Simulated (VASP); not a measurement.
# Cs2AgBiBr6 (Fm-3m) in VASP: notebook

The runs below take Cs2AgBiBr6 through single point, with LDA+U.

Program: VASP 6.6.1. These are calculated values, not measurements. Logs are shortened: lines on timing, memory, paths and dates and some standing lists are left out, and cuts for length are marked.

### 1 The cell of the first run

The structure is cubic, space group Fm-3m (No. 225). Conventional cell: a = 11.232 Å, b = 11.232 Å, c = 11.232 Å, α = 90.00°, β = 90.00°, γ = 90.00°. Within 3.7 Å of Bi (site symmetry m-3m) lie 6 Br at 2.81 Å. Within 5.2 Å of Cs (site symmetry -43m) lie 12 Br at 3.97 Å and 4 Bi at 4.86 Å and 4 Ag at 4.86 Å. Ag (site symmetry m-3m) has 6 Br at 2.80 Å within 3.7 Å. Within 3.7 Å of Br (site symmetry 4mm) lie 1 Ag at 2.80 Å and 1 Bi at 2.81 Å.

### 2 Single point, LDA+U

INCAR

```
PREC = Accurate ; ENCUT = 520
EDIFF = 1E-6 ; ISMEAR = -1
SIGMA = 0.05 ; LREAL = False
LASPH = True ; NELM = 150
ALGO = Normal ; ISIF = 2
LWAVE = False ; LCHARG = False
LMAXMIX = 4 ; LDAU = True
LDAUTYPE = 2 ; LDAUL = -1 -1 2 -1
LDAUU = 0 0 3 0 ; LDAUJ = 0 0 0 0
LDAUPRINT = 1 ; NBANDS = 54
```

KPOINTS

```
Automatic mesh
0
Gamma
  4 4 4
```

POSCAR

```
Cs2AgBiBr6
1.0
    0.0000000000      5.6161000000      5.6161000000
    5.6161000000      0.0000000000      5.6161000000
    5.6161000000      5.6161000000      0.0000000000
Bi Cs Ag Br
1 2 1 6
Direct
    0.0000000000      0.0000000000      0.0000000000
    0.7500000000      0.7500000000      0.7500000000
    0.2500000000      0.2500000000      0.2500000000
    0.5000000000      0.5000000000      0.5000000000
    0.7494500000      0.7494500000      0.2505500000
    0.2505500000      0.2505500000      0.7494500000
    0.7494500000      0.2505500000      0.2505500000
    0.7494500000      0.2505500000      0.7494500000
    0.2505500000      0.7494500000      0.7494500000
    0.2505500000      0.7494500000      0.2505500000
```

Potentials or basis: VASP PAW LDA potentials, release 64 (Bi_d, Cs_sv, Ag, Br).

On the command line:

```bash
$ cat potpaw_LDA.64/Bi_d/POTCAR potpaw_LDA.64/Cs_sv/POTCAR potpaw_LDA.64/Ag/POTCAR potpaw_LDA.64/Br/POTCAR > POTCAR
$ mpirun -np 1 vasp_std > vasp.out
```

OUTCAR:

```text
PREC = Accurate
   ENCUT = 520
   EDIFF = 1E-6
   ISMEAR = -1
   LREAL = False
   LASPH = True
   NELM = 150
   ISIF = 2

 ion  position               nearest neighbor table
   1  0.000  0.000  0.000-   5 2.81   6 2.81   7 2.81   8 2.81   9 2.81  10 2.81
   2  0.750  0.750  0.750-
   3  0.250  0.250  0.250-
   4  0.500  0.500  0.500-   5 2.80   6 2.80   7 2.80   8 2.80   9 2.80  10 2.80
   5  0.749  0.749  0.251-   4 2.80   1 2.81
   6  0.251  0.251  0.749-   4 2.80   1 2.81
   7  0.749  0.251  0.251-   4 2.80   1 2.81
   8  0.749  0.251  0.749-   4 2.80   1 2.81
   9  0.251  0.749  0.749-   4 2.80   1 2.81
  10  0.251  0.749  0.251-   4 2.80   1 2.81

  LATTYP: Found a face centered cubic cell.
 ALAT       =    11.2322000000

  Lattice vectors:

 A1 = (   0.0000000000,   5.6161000000,   5.6161000000)
 A2 = (   5.6161000000,   0.0000000000,   5.6161000000)
 A3 = (   5.6161000000,   5.6161000000,   0.0000000000)

Analysis of symmetry for initial positions (statically):
=====================================================================
 Subroutine PRICEL returns:
 Original cell was already a primitive cell.

 Routine SETGRP: Setting up the symmetry group for a
 face centered cubic supercell.

 Subroutine GETGRP returns: Found 48 space group operations
 (whereof 48 operations were pure point group operations)
 out of a pool of 48 trial point group operations.

The static configuration has the point symmetry O_h .

Analysis of symmetry for dynamics (positions and initial velocities):
=====================================================================
 Subroutine PRICEL returns:
 Original cell was already a primitive cell.

 Routine SETGRP: Setting up the symmetry group for a
 face centered cubic supercell.

 Subroutine GETGRP returns: Found 48 space group operations
 (whereof 48 operations were pure point group operations)
 out of a pool of 48 trial point group operations.

The dynamic configuration has the point symmetry O_h .

 Subroutine INISYM returns: Found 48 space group operations
 (whereof 48 operations are pure point group operations),
 and found     1 'primitive' translations

----------------------------------------------------------------------------------------

                                     Primitive cell

  volume of cell :     354.2701

  direct lattice vectors                    reciprocal lattice vectors
     0.000000000  5.616100000  5.616100000    -0.089029754  0.089029754  0.089029754
     5.616100000  0.000000000  5.616100000     0.089029754 -0.089029754  0.089029754
     5.616100000  5.616100000  0.000000000     0.089029754  0.089029754 -0.089029754

  length of vectors
     7.942364788  7.942364788  7.942364788     0.154204057  0.154204057  0.154204057

  position of ions in fractional coordinates (direct lattice)
     0.000000000  0.000000000  0.000000000
     0.750000000  0.750000000  0.750000000
     0.250000000  0.250000000  0.250000000
     0.500000000  0.500000000  0.500000000
     0.749450000  0.749450000  0.250550000
     0.250550000  0.250550000  0.749450000
     0.749450000  0.250550000  0.250550000
     0.749450000  0.250550000  0.749450000
     0.250550000  0.749450000  0.749450000
     0.250550000  0.749450000  0.250550000

  ion indices of the primitive-cell ions
   primitive index   ion index
                 1           1
                 2           2
                 3           3
                 4           4
                 5           5
                 6           6
                 7           7
                 8           8
                 9           9
                10          10

----------------------------------------------------------------------------------------
[... 51 lines left out ...]
   ENCUT  =  520.0 eV  38.22 Ry    6.18 a.u.  14.77 14.77 14.77*2*pi/ulx,y,z
   NELM   =    150;   NELMIN=  2; NELMDL= -5     # of ELM steps
   EDIFF  = 0.1E-05   stopping-criterion for ELM
   LREAL  =      F    real-space projection
   EDIFFG = 0.1E-04   stopping-criterion for IOM
   NSW    =      0    number of steps for IOM
   IBRION =     -1    ionic relax: 0-MD 1-quasi-New 2-CG
   NFREE  =      0    steps in history (QN), initial steepest desc. (CG)
   ISIF   =      2    stress and relaxation
   ISYM   =      2    0-nonsym 1-usesym 2-fastsym
   POTIM  = 0.5000    time-step for ionic-motion
   TEBEG  =    0.0;   TEEND  =   0.0 temperature during run
   PSTRESS=    0.0 pullay stress
   NELECT =      86.0000    total number of electrons
   NUPDOWN=      -1.0000    fix difference up-down
   EMIN   =  10.00;   EMAX   =-10.00  energy-range for DOS
   EFERMI =   0.00;   METHOD = LEGACY
   ISMEAR =    -1;   SIGMA  =   0.05  broadening in eV -4-tet -1-fermi 0-gaus
   EFERMI_NEDOS =   21; number of points for ismear=-14 and -15
   IALGO  =     38    algorithm
   IMIX   =      4    mixing-type and parameters
     AMIX     =   0.40;   BMIX     =  1.00
     AMIX_MAG =   1.60;   BMIX_MAG =  1.00
  volume/ion in A,a.u.               =      35.43       239.07
  Fermi-wavevector in a.u.,A,eV,Ry     =   1.021244  1.929871 14.190049  1.042939
  Thomas-Fermi vector in A             =   2.154858
   LORBIT       =      0    0 simple, 1 ext, 2 COOP (PROOUT), +10 PAW based schemes
 LDA+U is selected, type is set to LDAUTYPE =  2
   angular momentum for each species LDAUL =    -1   -1    2   -1
   U (eV)           for each species LDAUU =   0.0  0.0  3.0  0.0
   J (eV)           for each species LDAUJ =   0.0  0.0  0.0  0.0
   GGA     = CA    functional components
   LHFCALC =     F    Hartree Fock is set to
   AEXX    =    0.0000 exact exchange contribution
   IVDW    =     0    specifies the selected vdW correction
   LEPSILON=     F    determine dielectric tensor
   LRPA    =     F    only Hartree local field effects (RPA)
 non-spin polarized calculation
  energy-cutoff  :      520.00
  volume of cell :      354.27
 maximum number of plane-waves:      9577
   NGX = 29   NGY = 29   NGZ = 29

atom =   4  type =  3  l = 2

 onsite density matrix

spin component  1

  0.9440 -0.0000 -0.0000 -0.0000  0.0000
 -0.0000  0.9440  0.0000 -0.0000  0.0000
 -0.0000  0.0000  0.9503  0.0000 -0.0000
 -0.0000 -0.0000  0.0000  0.9440  0.0000
  0.0000  0.0000 -0.0000  0.0000  0.9503

spin component  2

  0.9440 -0.0000 -0.0000 -0.0000  0.0000
 -0.0000  0.9440  0.0000 -0.0000  0.0000
 -0.0000  0.0000  0.9503  0.0000 -0.0000
 -0.0000 -0.0000  0.0000  0.9440  0.0000
  0.0000  0.0000 -0.0000  0.0000  0.9503

 occupancies and eigenvectors

  o =  0.9440  v =  0.0000 -0.2874  0.0000  0.9578 -0.0000  0.0000  0.0000  0.0000  0.0000  0.0000      0.0000  0.0000  0.0000  0.0000  0.0000  0.0000  0.0000  0.0000  0.0000  0.0000
  o =  0.9440  v =  0.0000  0.0000  0.0000  0.0000  0.0000  0.0000 -0.2874  0.0000  0.9578 -0.0000      0.0000  0.0000  0.0000  0.0000  0.0000  0.0000  0.0000  0.0000  0.0000  0.0000
  o =  0.9440  v =  0.0000 -0.9578  0.0000 -0.2874 -0.0000  0.0000  0.0000  0.0000  0.0000  0.0000      0.0000  0.0000  0.0000  0.0000  0.0000  0.0000  0.0000  0.0000  0.0000  0.0000
  o =  0.9440  v =  1.0000  0.0000  0.0000  0.0000  0.0000  0.0000  0.0000  0.0000  0.0000  0.0000      0.0000  0.0000  0.0000  0.0000  0.0000  0.0000  0.0000  0.0000  0.0000  0.0000
  o =  0.9440  v =  0.0000  0.0000  0.0000  0.0000  0.0000  1.0000  0.0000  0.0000  0.0000  0.0000      0.0000  0.0000  0.0000  0.0000  0.0000  0.0000  0.0000  0.0000  0.0000  0.0000
  o =  0.9440  v =  0.0000  0.0000  0.0000  0.0000  0.0000  0.0000 -0.9578  0.0000 -0.2874 -0.0000      0.0000  0.0000  0.0000  0.0000  0.0000  0.0000  0.0000  0.0000  0.0000  0.0000
  o =  0.9503  v =  0.0000  0.0000  0.0000  0.0000  0.0000  0.0000  0.0000  1.0000 -0.0000 -0.0001      0.0000  0.0000  0.0000  0.0000  0.0000  0.0000  0.0000  0.0000  0.0000  0.0000
  o =  0.9503  v =  0.0000  0.0000  1.0000 -0.0000 -0.0001  0.0000  0.0000  0.0000  0.0000  0.0000      0.0000  0.0000  0.0000  0.0000  0.0000  0.0000  0.0000  0.0000  0.0000  0.0000
  o =  0.9503  v =  0.0000  0.0000  0.0000  0.0000  0.0000  0.0000 -0.0000  0.0001  0.0000  1.0000      0.0000  0.0000  0.0000  0.0000  0.0000  0.0000  0.0000  0.0000  0.0000  0.0000
  o =  0.9503  v =  0.0000 -0.0000  0.0001  0.0000  1.0000  0.0000  0.0000  0.0000  0.0000  0.0000      0.0000  0.0000  0.0000  0.0000  0.0000  0.0000  0.0000  0.0000  0.0000  0.0000

 number of electron      86.0000013 magnetization

 Free energy of the ion-electron system (eV)
  ---------------------------------------------------
  ext. energy  EPLUGINS =         0.00000000
  ---------------------------------------------------
  free energy    TOTEN  =       -33.32362952 eV

  energy without entropy =      -33.32362929  energy(sigma->0) =      -33.32362941

 E-fermi :   1.7523     XC(G=0):  -8.5649

 val. band max:        1.0757399212   @ k =   0.5000   0.5000   0.0000
 cond. band min:       2.4308276721   @ k =   0.5000   0.0000   0.0000
 fundamental gap:      1.3550877509
 Fermi energy:         1.7522803279

 k-point     1 :       0.0000    0.0000    0.0000
  band No.  band energies     occupation
      1     -21.7912      2.00000
      2     -21.7912      2.00000
      3     -21.7413      2.00000
      4     -21.7413      2.00000
      5     -21.7413      2.00000
      6     -19.4174      2.00000
[... 445 lines left out ...]
     53       7.0941      0.00000
     54       7.4313      0.00000

------------------------ aborting loop because EDIFF is reached ----------------------------------------

  FORCE on cell =-STRESS in cart. coord.  units (eV):
  Direction    XX          YY          ZZ          XY          YZ          ZX
  --------------------------------------------------------------------------------------
  -------------------------------------------------------------------------------------
  Total       -3.1454651     -3.1454651     -3.1454651      0.0000000     -0.0000000      0.0000000
  in kB      -14.2252846    -14.2252846    -14.2252846      0.0000000     -0.0000000      0.0000000
  external PRESSURE =     -14.2252846 kB  Pullay stress =       0.0000000 kB

 VOLUME and BASIS-vectors are now :
 -----------------------------------------------------------------------------
  energy-cutoff  :      520.00
  volume of cell :      354.27
      direct lattice vectors                 reciprocal lattice vectors
     0.000000000  5.616100000  5.616100000    -0.089029754  0.089029754  0.089029754
     5.616100000  0.000000000  5.616100000     0.089029754 -0.089029754  0.089029754
     5.616100000  5.616100000  0.000000000     0.089029754  0.089029754 -0.089029754

 POSITION                                       TOTAL-FORCE (eV/Angst)
 -----------------------------------------------------------------------------------
      0.00000      0.00000      0.00000         0.000000     -0.000000     -0.000000
      8.42415      8.42415      8.42415         0.000000     -0.000000      0.000000
      2.80805      2.80805      2.80805        -0.000000     -0.000000     -0.000000
      5.61610      5.61610      5.61610         0.000000      0.000000      0.000000
      5.61610      5.61610      8.41797         0.000000      0.000000     -0.315366
      5.61610      5.61610      2.81423         0.000000      0.000000      0.315366
      2.81423      5.61610      5.61610         0.315366      0.000000      0.000000
      5.61610      8.41797      5.61610         0.000000     -0.315366      0.000000
      8.41797      5.61610      5.61610        -0.315366      0.000000      0.000000
      5.61610      2.81423      5.61610         0.000000      0.315366      0.000000
 -----------------------------------------------------------------------------------
    total drift:                                0.000000      0.000000     -0.000000

  FREE ENERGIE OF THE ION-ELECTRON SYSTEM (eV)
  ---------------------------------------------------
  free  energy   TOTEN  =       -33.3236295239 eV

  energy  without entropy=      -33.3236292881  energy(sigma->0) =      -33.32362941
```

Wall time 3.2 min (1 thread of Intel Xeon Platinum 8259CL at 2.50GHz (Skylake/Cascade Lake), shared host); peak memory 0.47 GiB.

What came out:

```
Free energy            : -33.3236 eV
Pressure               : -1.4 GPa
Largest force          : 0.315 eV/Å
Band gap on the k mesh : 1.36 eV (least direct gap 2.53 eV)
```

Forces in eV/Å, atoms in the order of the input:
```
Bi   0.000  0.000  0.000
Cs   0.000  0.000  0.000
Cs   0.000  0.000  0.000
Ag   0.000  0.000  0.000
Br   0.000  0.000 -0.315
Br   0.000  0.000  0.315
Br   0.315  0.000  0.000
Br   0.000 -0.315  0.000
Br  -0.315  0.000  0.000
Br   0.000  0.315  0.000
```

Eigenvalues of the final occupation matrices:
| site | spin | trace | eigenvalues |
| --- | --- | --- | --- |
| site 4 d | 1 | 4.73 | 0.94 0.94 0.94 0.95 0.95 |
| site 4 d | 2 | 4.73 | 0.94 0.94 0.94 0.95 0.95 |

Caveat: spin-orbit coupling is left out, which moves the levels of the heavy elements.

### 3 Single point, LDA+U

INCAR

```
SYSTEM = Cs2AgBiBr6
ALGO = Normal
EDIFF = 1E-6
ENCUT = 520
ISIF = 2
ISMEAR = -1
LASPH = .True.
LCHARG = .False.
LDAU = .True.
LDAUJ = 0 0 0 0
LDAUL = -1 -1 2 -1
LDAUPRINT = 1
LDAUTYPE = 2
LDAUU = 0 0 4 0
LMAXMIX = 4
LREAL = .False.
LWAVE = .False.
NBANDS = 54
NELM = 150
PREC = Accurate
SIGMA = 0.05
```

KPOINTS

```
k-points
0
Gamma
  4 4 4
  0 0 0
```

POSCAR is that of step 2.

Potentials or basis: VASP PAW LDA potentials, release 64 (Bi_d, Cs_sv, Ag, Br).

On the command line:

```bash
$ cat potpaw_LDA.64/Bi_d/POTCAR potpaw_LDA.64/Cs_sv/POTCAR potpaw_LDA.64/Ag/POTCAR potpaw_LDA.64/Br/POTCAR > POTCAR
$ mpirun -np 1 vasp_std > vasp.out
```

Wall time 3.2 min (1 thread of Intel Xeon Platinum 8259CL at 2.50GHz (Skylake/Cascade Lake), shared host); peak memory 0.47 GiB.

The run converged. Its results:

| Property | Result |
| --- | --- |
| Free energy | -33.0808 eV |
| Pressure | -1.4 GPa |
| Largest force | 0.311 eV/Å |
| Band gap on the k mesh | 1.43 eV (least direct gap 2.55 eV) |

Forces in eV/Å, atoms in the order of the input:
```
Bi   0.000  0.000  0.000
Cs   0.000  0.000  0.000
Cs   0.000  0.000  0.000
Ag   0.000  0.000  0.000
Br   0.000  0.000 -0.311
Br   0.000  0.000  0.311
Br   0.311  0.000  0.000
Br   0.000 -0.311  0.000
Br  -0.311  0.000  0.000
Br   0.000  0.311  0.000
```

Levels at points of the mesh, in eV from the valence-band top:
```
           k point  band 41  band 42  band 43  band 44  band 45  band 46
(0.00, 0.00, 0.00)    -0.93    -0.81    -0.81     2.45     2.45     2.45
(0.50, 0.00, 0.00)    -1.14    -1.14    -1.12     1.43     3.83     3.83
(0.50, 0.50, 0.00)    -0.94    -0.81     0.00     2.98     2.98     3.36
```

Eigenvalues of the final occupation matrices:
| site | spin | trace | eigenvalues |
| --- | --- | --- | --- |
| site 4 d | 1 | 4.76 | 0.95 0.95 0.95 0.96 0.96 |
| site 4 d | 2 | 4.76 | 0.95 0.95 0.95 0.96 0.96 |

Caveat: spin-orbit coupling is left out, which moves the levels of the heavy elements.
